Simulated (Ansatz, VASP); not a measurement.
Pt: VASP beside Ansatz

```
Pt
1.0
     2.80649    0.00000    0.00000
    -1.40325    2.43049    0.00000
     0.00000    0.00000    4.44039
Pt
2
Direct
  0.66667 0.33333 0.77087
  0.33333 0.66667 0.22913
```

Alike in both runs: task single point; functional PBEsol; k mesh 15 × 15 × 8; occupations gaussian, width 0.1 eV; no spin polarisation.

|  | VASP | Ansatz |
| --- | --- | --- |
| version | VASP 6.6.1 | Ansatz 0.2.0 |
| potentials or method | VASP PAW PBE potentials, release 64 (Pt), cutoff 520 eV | scalar-relativistic, plane waves, PAW |
| valence electrons in the cell | 20 | 36 |

```tsv
	VASP	Ansatz	Ansatz less VASP
gap on the k mesh at the Fermi level (eV)	none	none	-
pressure (GPa)	6.0	6.4	+0.37
traceless stress, the component that is largest in VASP (GPa)	7.50	7.50	+0.003
rms of the force components (eV/Å)	1.551	1.557	+0.0064
```

VASP's potentials were made for PBE, not for PBEsol. Atom by atom the forces differ by 0.006 eV/Å (rms over components). A gap of «none» marks a metal or a gap that the smearing closes. VASP's potentials hold 20 valence electrons a cell and Ansatz's 36, so a difference there can come from the potentials and not from the codes.

Neither program's run includes spin-orbit coupling.
